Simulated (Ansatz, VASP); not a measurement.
## Nb4N in VASP and in Ansatz

```
Nb N
1.0
    -2.73060    2.73060    2.73060
     2.73060   -2.73060    2.73060
     2.73060    2.73060   -2.73060
Nb N
4 1
Cartesian
  1.4348 1.4348 -1.4348
  -1.4348 1.4348 1.4348
  1.4348 -1.4348 1.4348
  1.2958 1.2958 1.2958
  0.0000 0.0000 0.0000
```

Change from the starting cell: species swapped into the H4C type (I-43m, No. 217).

Alike in both runs: task relaxation of cell and atoms; functional PBE; k mesh 10 × 10 × 10; occupations gaussian, width 0.1 eV; no spin polarisation.

|  | VASP | Ansatz |
| --- | --- | --- |
| version | VASP 6.6.1 | Ansatz 0.2.0 |
| potentials or method | VASP PAW PBE potentials, release 64 (Nb_sv, N), cutoff 600 eV | scalar-relativistic, plane waves, PAW |
| valence electrons in the cell | 57 | 57 |

VASP gave:

```
gap on the k mesh at the Fermi level, each at its own relaxed structure (eV) : none
relaxed volume (Å³/atom)                                                     : 16.20
relaxed cell length with the largest relative difference (Å)                 : 4.721
```

Problem. Which values does Ansatz return?

Solution. gap on the k mesh at the Fermi level, each at its own relaxed structure (eV): none; relaxed volume (Å³/atom): 16.23; relaxed cell length with the largest relative difference (Å): 4.724.

A gap of «none» marks a metal or a gap that the smearing closes.
